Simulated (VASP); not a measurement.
TiB2 (de600), 3 atoms in the cell. Symmetry: P6/mmm, No. 191, hexagonal system. Conventional cell: a = 2.994 Å, b = 2.994 Å, c = 3.159 Å, α = 90.00°, β = 90.00°, γ = 120.00°. Ti (site symmetry 6/mmm) has 12 B at 2.34 Å and 6 Ti at 2.99 Å within 3.1 Å. Within 2.3 Å of B (site symmetry -6m2) lie 3 B at 1.73 Å. 

- Program: VASP 6.6.1
- Task: single point
- Functional: LDA
- Potentials or basis: VASP PAW LDA potentials, release 64 (Ti_sv, B)
- Cutoff: 520 eV
- k mesh: 15 × 15 × 12
- Occupations: fermi-dirac, width 0.15 eV
- Spin: no spin polarisation
- Dipole correction: no
- Further INCAR settings: ALGO = Normal; EDIFF = 1e-06; NBANDS = 16

Potentials or basis: VASP PAW LDA potentials, release 64 (Ti_sv, B).

Run with:

```bash
$ cat potpaw_LDA.64/Ti_sv/POTCAR potpaw_LDA.64/B/POTCAR > POTCAR
$ mpirun -np 1 vasp_std > vasp.out
```

Hardware: 1 thread of Intel(R) Xeon(R) Platinum 8488C (Sapphire Rapids), on a shared host.

**Question.** Estimate the wall time of this run.

**Answer.** It took 33 s on 1 thread of Intel(R) Xeon(R) Platinum 8488C (Sapphire Rapids), with other jobs on the host, peak memory 0.18 GiB. Counts: scf iterations 13, k points 189.
